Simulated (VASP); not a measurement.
A run of VASP 6.6.1:

Contents of INCAR:

```
ALGO = Normal
EDIFF = 1E-6
EDIFFG = -0.005
ENCUT = 600
GGA = PE
IBRION = 2
ISIF = 3
ISMEAR = -1
LASPH = True
LCHARG = False
LREAL = False
LWAVE = False
NELM = 80
NSW = 60
PREC = Accurate
PSTRESS = 180.0
SIGMA = 0.08
```

File KPOINTS:

```
k-points
0
Gamma
  16 16 16
```

Contents of POSCAR:

```
GaN
1.0
    0.0000000000      2.0832069507      2.0832069507
    2.0832069507      0.0000000000      2.0832069507
    2.0832069507      2.0832069507      0.0000000000
Ga N
1 1
Direct
    0.0000000000      0.0000000000      0.0000000000
    0.5000000000      0.5000000000      0.5000000000
```

Potentials or basis: VASP PAW PBE potentials, release 64 (Ga_d, N).

The run is started by

```console
$ cat potpaw_PBE.64/Ga_d/POTCAR potpaw_PBE.64/N/POTCAR > POTCAR
$ mpirun -np 1 vasp_std > vasp.out
```

Hardware: 1 thread of AMD EPYC 7R43 64-Core Processor (Zen 3), on a shared host.

Q: Estimate the wall time of this run.

A: Run time: 2.2 min on 1 thread of AMD EPYC 7R43 64-Core Processor (Zen 3), with other jobs on the host, peak memory 0.13 GiB. Counts: scf iterations 25, k points 145, ion steps 3.
